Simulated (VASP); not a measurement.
Input of a VASP 6.6.1 run:

INCAR

```
PREC     = Accurate       # precision mode
ENCUT    = 520            # plane-wave cutoff, eV
EDIFF    = 1E-7           # SCF threshold, eV
ISMEAR   = -1             # smearing method
SIGMA    = 0.08           # smearing width, eV
LREAL    = False          # projectors in reciprocal space
LASPH    = True           # aspherical terms in the spheres
NELM     = 150            # most SCF steps
ALGO     = Normal         # electronic algorithm
ISIF     = 2              # what is computed and relaxed
LWAVE    = False          # write WAVECAR
LCHARG   = True           # write CHGCAR
ISPIN    = 2              # spin polarisation
MAGMOM   = 0.15 0         # initial moments
LORBIT   = 11             # projections on sites
NUPDOWN  = 0.15           # fixed moment
LMAXMIX  = 4              # l up to which the mixer works
LELF     = True           # ELF
LVHAR    = True         
NBANDS   = 22             # bands
```

File KPOINTS:

```
regular mesh
0
Gamma
  12 12 9
```

File POSCAR:

```
CuAu
1.0
    2.8107494552      0.0000000000      0.0000000000
    0.0000000000      2.8107494552      0.0000000000
    0.0000000000      0.0000000000      3.6850000000
Cu Au
1 1
Direct
    0.5000000000      0.5000000000      0.5000000000
    0.0000000000      0.0000000000      0.0000000000
```

Potentials or basis: VASP PAW LDA potentials, release 64 (Cu, Au).

The run is started by

```bash
$ cat potpaw_LDA.64/Cu/POTCAR potpaw_LDA.64/Au/POTCAR > POTCAR
$ mpirun -np 1 vasp_std > vasp.out
```

Estimate the pressure.

-8.4 GPa.

Stress tensor (GPa, compression positive):
```
-8.09  0.00  0.00
 0.00 -8.09  0.00
 0.00  0.00 -8.93
```

Caveat: the cell stands under tension; the total moment is fixed, so each spin has its own Fermi level and the state may be an excited one.
